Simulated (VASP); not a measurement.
# Si6O11 (a cell with a defect) in VASP: further runs

Runs on Si6O11 (a cell with a defect). Level: PBE+D3(BJ). Tasks: single point.

Program: VASP 6.6.1. These are calculated values, not measurements. Logs are shortened: lines on timing, memory, paths and dates and some standing lists are left out, and cuts for length are marked.

## 1. The cell of the first run

The cell holds a defect, 17 atoms: a = 4.915 Å, b = 5.421 Å, c = 8.513 Å, α = 90.00°, β = 90.00°, γ = 90.00°.

## 2. Single point, PBE+D3(BJ) (atom 14 moved 0.250 of the way to it and +0.500 Å across, host rigid)

File INCAR:

```
ALGO = Normal
EDIFF = 1E-6
ENCUT = 520
GGA = PE
ISIF = 2
ISMEAR = 0
IVDW = 12
LASPH = True
LCHARG = False
LREAL = Auto
LWAVE = False
NBANDS = 59
NELECT = 88.0
NELM = 60
PREC = Accurate
SIGMA = 0.05
```

File KPOINTS:

```
k-points
0
Gamma
  4 4 2
```

File POSCAR:

```
Si6O11
1.0
   -2.4573906087      4.2563253884      0.0000000000
    0.0000000000      0.0000000000      5.4210324304
    7.3721718262      4.2563253883      0.0000000000
Si O
6 11
Direct
    0.7669799462      0.6666666667      0.2330200538
    0.2669799462      0.6666666667      0.7330200538
    0.9660401075      0.3333333333      0.5000000000
    0.4660401075      0.3333333333      0.0000000000
    0.2669799462      0.0000000000      0.2669799462
    0.7669799462      0.0000000000      0.7669799462
    0.2730030153      0.2203350802      0.1370425925
    0.7730030153      0.2203350802      0.6370425925
    0.0690623811      0.8870017469      0.7949771961
    0.6579346037      0.5536684135      0.0679802114
    0.1579346037      0.5536684135      0.5679802114
    0.0690623811      0.7796649198      0.2050228039
    0.5690623811      0.7796649198      0.7050228039
    0.2746472801      0.0052840731      0.4459412598
    0.6579346037      0.1129982531      0.9320197886
    0.7730030153      0.4463315865      0.3629574075
    0.2730030153      0.4463315865      0.8629574075
```

Potentials or basis: VASP PAW PBE potentials, release 64 (Si, O).

Started as:

```bash
cat potpaw_PBE.64/Si/POTCAR potpaw_PBE.64/O/POTCAR > POTCAR
mpirun -np 1 vasp_std > vasp.out
```

OUTCAR:

```text
EDIFF = 1E-6
   ENCUT = 520
   GGA = PE
   ISIF = 2
   ISMEAR = 0
   IVDW = 12
   LASPH = True
   LREAL = Auto
   NELECT = 88.0
   NELM = 60
   PREC = Accurate
 IVDW          = 12

 ion  position               nearest neighbor table
   1  0.767  0.667  0.233-  12 1.62  10 1.62  16 1.63   5 3.06   5 3.06   3 3.06   4 3.06
   2  0.267  0.667  0.733-  13 1.62  11 1.62  17 1.63   9 1.63   6 3.06   6 3.06   4 3.06   3 3.06

   3  0.966  0.333  0.500-   8 1.62  16 1.62  11 1.63  14 2.38   6 3.06   1 3.06   5 3.06   2 3.06

   4  0.466  0.333  0.000-   7 1.62  17 1.62  15 1.63  10 1.63   5 3.06   2 3.06   6 3.06   1 3.06

   5  0.267  0.000  0.267-  14 1.52   7 1.63  12 1.63   4 3.06   1 3.06   1 3.06   3 3.06
   6  0.767  0.000  0.767-  15 1.62   9 1.62   8 1.63  13 1.63   3 3.06   2 3.06   2 3.06   4 3.06

   7  0.273  0.220  0.137-   4 1.62   5 1.63
   8  0.773  0.220  0.637-   3 1.62   6 1.63
   9  0.069  0.887  0.795-   6 1.62   2 1.63
  10  0.658  0.554  0.068-   1 1.62   4 1.63
  11  0.158  0.554  0.568-   2 1.62   3 1.63
  12  0.069  0.780  0.205-   1 1.62   5 1.63
  13  0.569  0.780  0.705-   2 1.62   6 1.63
  14  0.275  0.005  0.446-   5 1.52   3 2.38
  15  0.658  0.113  0.932-   6 1.62   4 1.63
  16  0.773  0.446  0.363-   3 1.62   1 1.63
  17  0.273  0.446  0.863-   4 1.62   2 1.63

  LATTYP: Found a simple orthorhombic cell.
 ALAT       =     4.9147812175
 B/A-ratio  =     1.1030058492
 C/A-ratio  =     1.7320508076

  Lattice vectors:

 A1 = (  -2.4573906087,   4.2563253884,   0.0000000000)
 A2 = (   0.0000000000,   0.0000000000,   5.4210324304)
 A3 = (   7.3721718262,   4.2563253883,   0.0000000000)

Analysis of symmetry for initial positions (statically):
=====================================================================
 Subroutine PRICEL returns:
 Original cell was already a primitive cell.

 Routine SETGRP: Setting up the symmetry group for a
 simple orthorhombic supercell.

 Subroutine GETGRP returns: Found  1 space group operations
 (whereof  1 operations were pure point group operations)
 out of a pool of  8 trial point group operations.

The static configuration has the point symmetry C_1 .

Analysis of symmetry for dynamics (positions and initial velocities):
=====================================================================
 Subroutine PRICEL returns:
 Original cell was already a primitive cell.

 Routine SETGRP: Setting up the symmetry group for a
 simple orthorhombic supercell.

 Subroutine GETGRP returns: Found  1 space group operations
 (whereof  1 operations were pure point group operations)
 out of a pool of  8 trial point group operations.

The dynamic configuration has the point symmetry C_1 .

 Subroutine INISYM returns: Found  1 space group operations
 (whereof  1 operations are pure point group operations),
 and found     1 'primitive' translations

----------------------------------------------------------------------------------------

                                     Primitive cell

  volume of cell :     226.8042

  direct lattice vectors                    reciprocal lattice vectors
    -2.457390609  4.256325388  0.000000000    -0.101733928  0.176208333  0.000000000
     0.000000000  0.000000000  5.421032430     0.000000000  0.000000000  0.184466707
     7.372171826  4.256325388  0.000000000     0.101733928  0.058736111  0.000000000

  length of vectors
     4.914781217  5.421032430  8.512650777     0.203467857  0.184466707  0.117472222

  position of ions in fractional coordinates (direct lattice)
     0.766979946  0.666666667  0.233020054
     0.266979946  0.666666667  0.733020054
     0.966040107  0.333333333  0.500000000
     0.466040107  0.333333333  0.000000000
     0.266979946  0.000000000  0.266979946
     0.766979946  0.000000000  0.766979946
[... 9 lines left out ...]
     0.773003015  0.446331587  0.362957407
     0.273003015  0.446331587  0.862957407

  ion indices of the primitive-cell ions
   primitive index   ion index
                 1           1
                 2           2
                 3           3
                 4           4
                 5           5
                 6           6
[... 9 lines left out ...]
                16          16
                17          17

----------------------------------------------------------------------------------------

 KPOINTS: k-points

Automatic generation of k-mesh.
 Grid dimensions read from file:
 generate k-points for:    4    4    2

 Generating k-lattice:

  Cartesian coordinates                     Fractional coordinates (reciprocal lattice)
    -0.025433482  0.044052083  0.000000000     0.250000000  0.000000000 -0.000000000
     0.000000000  0.000000000  0.046116677     0.000000000  0.250000000  0.000000000
     0.050866964  0.029368055  0.000000000     0.000000000  0.000000000  0.500000000

  Length of vectors
     0.050866964  0.046116677  0.058736111

  Shift w.r.t. Gamma in fractional coordinates (k-lattice)
     0.000000000  0.000000000  0.000000000

 Subroutine IBZKPT returns following result:
 ===========================================

 Found     20 irreducible k-points:

 Following reciprocal coordinates:
            Coordinates               Weight
  0.000000  0.000000  0.000000      1.000000
  0.250000  0.000000 -0.000000      2.000000
  0.500000  0.000000 -0.000000      1.000000
  0.000000  0.250000  0.000000      2.000000
  0.250000  0.250000 -0.000000      2.000000
  0.250000 -0.250000 -0.000000      2.000000
[... 12 lines left out ...]
  0.250000  0.500000  0.500000      2.000000
  0.500000  0.500000  0.500000      1.000000
   k-points           NKPTS =     20   k-points in BZ     NKDIM =     20   number of bands    NBANDS=     59
   number of dos      NEDOS =    301   number of ions     NIONS =     17
   total plane-waves  NPLWV = 102400
   dimension x,y,z NGX =    40 NGY =   40 NGZ =   64
   dimension x,y,z NGXF=    80 NGYF=   80 NGZF=  128
   ions per type =               6  11
   NGX,Y,Z   is equivalent  to a cutoff of  13.53, 12.27, 12.50 a.u.
   NGXF,Y,Z  is equivalent  to a cutoff of  27.06, 24.53, 25.00 a.u.
 SYSTEM =  unknown system
   PREC   = accura    normal or accurate (medium, high low for compatibility)
   ISTART =      0    job   : 0-new  1-cont  2-samecut
   ICHARG =      2    charge: 1-file 2-atom 10-const
   ISPIN  =      1    spin polarized calculation?
   LNONCOLLINEAR =      F non collinear calculations
   LSORBIT =      F    spin-orbit coupling
   LASPH  =      T    aspherical Exc in radial PAW
   ENCUT  =  520.0 eV  38.22 Ry    6.18 a.u.   9.14 10.08 15.83*2*pi/ulx,y,z
   NELM   =     60;   NELMIN=  2; NELMDL= -5     # of ELM steps
   EDIFF  = 0.1E-05   stopping-criterion for ELM
   LREAL  =      T    real-space projection
   EDIFFG = 0.1E-04   stopping-criterion for IOM
   NSW    =      0    number of steps for IOM
   IBRION =     -1    ionic relax: 0-MD 1-quasi-New 2-CG
   NFREE  =      0    steps in history (QN), initial steepest desc. (CG)
   ISIF   =      2    stress and relaxation
   ISYM   =      2    0-nonsym 1-usesym 2-fastsym
   POTIM  = 0.5000    time-step for ionic-motion
   TEBEG  =    0.0;   TEEND  =   0.0 temperature during run
   PSTRESS=    0.0 pullay stress
   NELECT =      88.0000    total number of electrons
   NUPDOWN=      -1.0000    fix difference up-down
   EMIN   =  10.00;   EMAX   =-10.00  energy-range for DOS
   EFERMI =   0.00;   METHOD = LEGACY
   ISMEAR =     0;   SIGMA  =   0.05  broadening in eV -4-tet -1-fermi 0-gaus
   EFERMI_NEDOS =   21; number of points for ismear=-14 and -15
   IALGO  =     38    algorithm
   IMIX   =      4    mixing-type and parameters
     AMIX     =   0.40;   BMIX     =  1.00
     AMIX_MAG =   1.60;   BMIX_MAG =  1.00
  volume/ion in A,a.u.               =      13.34        90.03
  Fermi-wavevector in a.u.,A,eV,Ry     =   1.194040  2.256408 19.398241  1.425730
  Thomas-Fermi vector in A             =   2.330039
   LORBIT       =      0    0 simple, 1 ext, 2 COOP (PROOUT), +10 PAW based schemes
   GGA     = PE    functional components
   LHFCALC =     F    Hartree Fock is set to
   AEXX    =    0.0000 exact exchange contribution
   IVDW    =    12    specifies the selected vdW correction
   LEPSILON=     F    determine dielectric tensor
   LRPA    =     F    only Hartree local field effects (RPA)
 non-spin polarized calculation
 Gauss-broadening in eV      SIGMA  =   0.05
  energy-cutoff  :      520.00
  volume of cell :      226.80
 maximum number of plane-waves:      6164
 NGX is ok and might be reduce to    40
   NGX = 19   NGY = 21   NGZ = 31

 number of electron      88.0000026 magnetization

 Free energy of the ion-electron system (eV)
  ---------------------------------------------------
  ext. energy  EPLUGINS =         0.00000000
  ---------------------------------------------------
  free energy    TOTEN  =      -132.48746001 eV

  energy without entropy =     -132.47708106  energy(sigma->0) =     -132.48227054

 E-fermi :   1.2320     XC(G=0):  -8.9432

 val. band max:        1.2267972184   @ k =   0.0000   0.5000   0.0000
 cond. band min:       1.2559416302   @ k =   0.0000   0.2500   0.5000
 fundamental gap:      0.0291444118
 Fermi energy:         1.2319764299

 k-point     1 :       0.0000    0.0000    0.0000
  band No.  band energies     occupation
      1     -18.6518      2.00000
      2     -17.8963      2.00000
      3     -17.7688      2.00000
      4     -17.4863      2.00000
      5     -17.2558      2.00000
      6     -16.6178      2.00000
[... 48 lines left out ...]
     55      10.7223      0.00000
     56      11.0882      0.00000

 k-point     2 :       0.2500    0.0000   -0.0000
  band No.  band energies     occupation
      1     -18.5796      2.00000
      2     -17.9937      2.00000
      3     -17.7600      2.00000
      4     -17.4041      2.00000
      5     -17.1840      2.00000
      6     -16.7749      2.00000
[... 48 lines left out ...]
     55      10.8110      0.00000
     56      11.2616      0.00000
[... 1001 lines left out ...]
     55      10.7601      0.00000
     56      10.8860      0.00000

 k-point    20 :       0.5000    0.5000    0.5000
  band No.  band energies     occupation
      1     -18.5098      2.00000
      2     -17.9687      2.00000
      3     -17.7258      2.00000
      4     -17.3278      2.00000
      5     -17.1339      2.00000
      6     -16.9971      2.00000
[... 48 lines left out ...]
     55      10.8633      0.00000
     56      11.0890      0.00000
 [bands above 56 left out]

------------------------ aborting loop because EDIFF is reached ----------------------------------------

 Edisp (eV)   -2.43299

 E8    (eV) :    -0.8344

  FORCE on cell =-STRESS in cart. coord.  units (eV):
  Direction    XX          YY          ZZ          XY          YZ          ZX
  --------------------------------------------------------------------------------------
  -------------------------------------------------------------------------------------
  Total     -16.62641   -16.47283   -20.21512     4.04879     4.50157    -2.82484
  in kB    -117.45137  -116.36642  -142.80254    28.60126    31.79972   -19.95509
  external pressure =     -125.54 kB  Pullay stress =        0.00 kB

 VOLUME and BASIS-vectors are now :
 -----------------------------------------------------------------------------
  energy-cutoff  :      520.00
  volume of cell :      226.80
      direct lattice vectors                 reciprocal lattice vectors
    -2.457390609  4.256325388  0.000000000    -0.101733928  0.176208333  0.000000000
     0.000000000  0.000000000  5.421032430     0.000000000  0.000000000  0.184466707
     7.372171826  4.256325388  0.000000000     0.101733928  0.058736111  0.000000000

 POSITION                                       TOTAL-FORCE (eV/Angst)
 -----------------------------------------------------------------------------------
     -0.16691      4.25633      3.61402        -2.044624      0.710920     -2.290268
      4.74788      4.25633      3.61402         0.303153      0.370289      0.115037
      1.31215      6.23994      1.80701         2.135329      1.928880      0.854777
     -1.14524      1.98362      1.80701        -1.605930     -1.405754     -0.449177
      1.31215      2.27271      0.00000        -2.329617     -2.814253      0.568709
      3.76954      6.52903      0.00000         0.187326      0.233449     -0.631819
[... 9 lines left out ...]
      0.77621      4.83502      2.41958        -0.268600     -0.372438     -0.180810
      5.69100      4.83502      2.41958         0.303953      0.245679     -0.124986
 -----------------------------------------------------------------------------------
    total drift:                                0.002065     -0.003992      0.002343

  FREE ENERGIE OF THE ION-ELECTRON SYSTEM (eV)
  ---------------------------------------------------
  free  energy   TOTEN  =      -134.9204496010 eV

  energy  without entropy=     -134.9100706572  energy(sigma->0) =     -134.91526013
```

Wall time 7.1 min (1 thread of Intel Xeon 6975P-C, shared host); peak memory 0.39 GiB.

Results:

* Free energy: -134.9204 eV
* Largest force: 3.750 eV/Å
* Dispersion energy per atom: -0.143 eV

Forces on the atoms (eV/Å):
```
Si  -2.045  0.711 -2.290
Si   0.303  0.370  0.115
Si   2.135  1.929  0.855
Si  -1.606 -1.406 -0.449
Si  -2.330 -2.814  0.569
Si   0.187  0.233 -0.632
O    1.479  0.858 -1.107
O   -1.570 -0.072  0.063
O   -0.025  0.044 -0.026
O    0.913  0.922  1.444
O   -0.928 -1.009 -1.382
O    0.107 -0.659  0.303
O   -0.120  0.174  0.023
O    2.798  0.633  2.415
O    0.664  0.212  0.406
O   -0.269 -0.372 -0.181
O    0.304  0.246 -0.125
```

Caveat: the k points lie up to 0.37 Å⁻¹ apart; the cell carries a net charge on a neutralising background, which shifts energy and pressure; the cell differs from its parent crystal (atom 14 moved 0.250 of the way to it and +0.500 Å across, host rigid); the cell is charged against a uniform background, so pressure and absolute levels hang on convention.

## 3. Single point, PBE+D3(BJ) (atom 14 moved 0.250 of the way to it and +0.250 Å across, host rigid)

File INCAR:

```
PREC = Accurate
ENCUT = 520
EDIFF = 1E-6
ISMEAR = 0
SIGMA = 0.05
LREAL = Auto
LASPH = T
NELM = 80
ALGO = Normal
ISIF = 2
LWAVE = F
LCHARG = F
GGA = PE
IVDW = 12
NBANDS = 59
NELECT = 88.0
```

File KPOINTS:

```
regular mesh
0
Gamma
  4 4 2
```

Edit POSCAR of step 2 so:

```diff
@@ -21,3 +21,3 @@
     0.5690623811      0.7796649198      0.7050228039
-    0.2746472801      0.0052840731      0.4459412598
+    0.2676819140      0.0308915998      0.4218502002
     0.6579346037      0.1129982531      0.9320197886
```

Potentials or basis: VASP PAW PBE potentials, release 64 (Si, O).

Started as:

```bash
cat potpaw_PBE.64/Si/POTCAR potpaw_PBE.64/O/POTCAR > POTCAR
mpirun -np 1 vasp_std > vasp.out
```

Run time: 9.7 min. Hardware: 1 thread of Intel Xeon 6975P-C, shared host; peak memory 0.39 GiB.

Results (log left out):

```yaml
Free_energy: -133.2300 eV
Largest_force: 21.146 eV/Å
Dispersion_energy_per_atom: -0.143 eV
```

Forces on the atoms (eV/Å):
```
Si   -2.248   0.875  -2.415
Si    0.333   0.386   0.065
Si    1.900   1.878   0.953
Si   -1.266  -1.463  -0.605
Si  -16.760 -11.443  -1.443
Si    0.254   0.268  -0.632
O     0.835   0.721  -0.955
O    -1.693  -0.066   0.035
O    -0.068   0.033  -0.017
O     0.888   0.925   1.491
O    -0.977  -1.009  -1.297
O     0.063  -0.787   0.041
O    -0.157   0.095   0.064
O    18.321   9.501   4.608
O     0.563   0.219   0.387
O    -0.229  -0.334  -0.195
O     0.241   0.202  -0.084
```

Levels at points of the mesh, in eV from the Fermi level:
| k point | band 42 | band 43 | band 44 | band 45 | band 46 | band 47 |
| --- | --- | --- | --- | --- | --- | --- |
| (0.00, 0.00, 0.00) | -0.59 | -0.54 | -0.17 | -0.02 | 4.07 | 5.48 |
| (0.50, 0.00, 0.00) | -0.68 | -0.17 | -0.08 | 0.85 | 3.34 | 5.15 |
| (0.00, 0.50, 0.00) | -0.51 | -0.39 | -0.01 | 0.18 | 3.56 | 5.84 |
| (0.50, 0.50, 0.00) | -0.60 | -0.59 | -0.48 | 0.67 | 4.01 | 4.54 |
| (0.00, 0.00, 0.50) | -0.55 | -0.44 | -0.17 | -0.02 | 4.02 | 5.49 |
| (0.50, 0.00, 0.50) | -0.67 | -0.19 | -0.09 | 0.85 | 3.33 | 5.15 |
| (0.00, 0.50, 0.50) | -0.54 | -0.42 | 0.00 | 0.19 | 3.60 | 5.79 |
| (0.50, 0.50, 0.50) | -0.61 | -0.46 | -0.40 | 0.60 | 4.03 | 4.56 |

Caveat: the k points lie up to 0.37 Å⁻¹ apart; the cell carries a net charge on a neutralising background, which shifts energy and pressure; the cell differs from its parent crystal (atom 14 moved 0.250 of the way to it and +0.250 Å across, host rigid); the cell is charged against a uniform background, so pressure and absolute levels hang on convention.

## 4. Single point, PBE+D3(BJ) (atom 14 moved 0.375 of the way to it and +0.375 Å across, host rigid)

File INCAR:

```
  PREC = Accurate
  ENCUT = 520
  EDIFF = 1E-6
  ISMEAR = 0
  SIGMA = 0.05
  LREAL = Auto
  LASPH = True
  NELM = 100
  ALGO = Normal
  ISIF = 2
  LWAVE = False
  LCHARG = True
  GGA = PE
  IVDW = 12
  LELF = True
  LVHAR = True
  NELECT = 88.0
  NBANDS = 59
```

File KPOINTS:

```
Automatic mesh
0
Gamma
  4 4 2
```

Edit POSCAR of step 3 so:

```diff
@@ -21,3 +21,3 @@
     0.5690623811      0.7796649198      0.7050228039
-    0.2676819140      0.0308915998      0.4218502002
+    0.3225555692     -0.0101617268      0.4167654059
     0.6579346037      0.1129982531      0.9320197886
```

Started as:

```bash
cat potpaw_PBE.64/Si/POTCAR potpaw_PBE.64/O/POTCAR > POTCAR
mpirun -np 1 vasp_std > vasp.out
```

Wall time 7.2 min (1 thread of Intel Xeon 6975P-C, shared host); peak memory 0.39 GiB.

Results (log left out):

```yaml
Free_energy: -132.1488 eV
Largest_force: 24.448 eV/Å
Dispersion_energy_per_atom: -0.143 eV
```

Forces on the atoms (eV/Å):
```
Si   -2.571   0.965  -2.474
Si    0.627   0.888   0.303
Si    3.044   1.231   2.201
Si   -1.485  -1.750  -0.566
Si  -17.570 -16.916   1.688
Si    0.486   0.361  -1.143
O     1.347   0.723  -1.042
O    -2.041  -0.072   0.164
O    -0.183  -0.093  -0.001
O     1.107   1.090   1.677
O    -1.241  -1.305  -1.637
O     0.396  -1.331   0.166
O    -0.138   0.128   0.042
O    17.581  15.839   0.590
O     0.615   0.249   0.443
O    -0.219  -0.273  -0.283
O     0.244   0.265  -0.127
```

Levels at points of the mesh, in eV from the Fermi level:
```csv
k point,band 40,band 41,band 42,band 43,band 44,band 45,band 46,band 47,band 48,band 49
"(0.00, 0.00, 0.00)",-1.22,-0.96,-0.71,-0.57,-0.21,-0.03,2.59,5.52,6.00,6.76
"(0.50, 0.00, 0.00)",-1.10,-0.99,-0.78,-0.25,-0.15,0.92,2.11,4.82,6.41,6.88
"(0.00, 0.50, 0.00)",-1.25,-1.13,-0.63,-0.50,-0.02,0.33,2.14,5.68,6.10,7.27
"(0.50, 0.50, 0.00)",-1.07,-0.87,-0.67,-0.61,-0.54,0.62,2.56,4.66,6.29,6.84
"(0.00, 0.00, 0.50)",-1.10,-0.96,-0.68,-0.48,-0.16,-0.04,2.55,5.53,5.90,6.58
"(0.50, 0.00, 0.50)",-1.21,-0.94,-0.76,-0.27,-0.16,0.93,2.08,4.83,6.40,6.87
"(0.00, 0.50, 0.50)",-1.18,-1.13,-0.63,-0.51,-0.01,0.34,2.15,5.66,6.09,7.22
"(0.50, 0.50, 0.50)",-1.07,-0.83,-0.66,-0.54,-0.48,0.54,2.59,4.66,6.25,6.95
```

Caveat: the k points lie up to 0.37 Å⁻¹ apart; the cell carries a net charge on a neutralising background, which shifts energy and pressure; the cell differs from its parent crystal (atom 14 moved 0.375 of the way to it and +0.375 Å across, host rigid); the cell is charged against a uniform background, so pressure and absolute levels hang on convention.

(Part 1 of 2 ends here.)
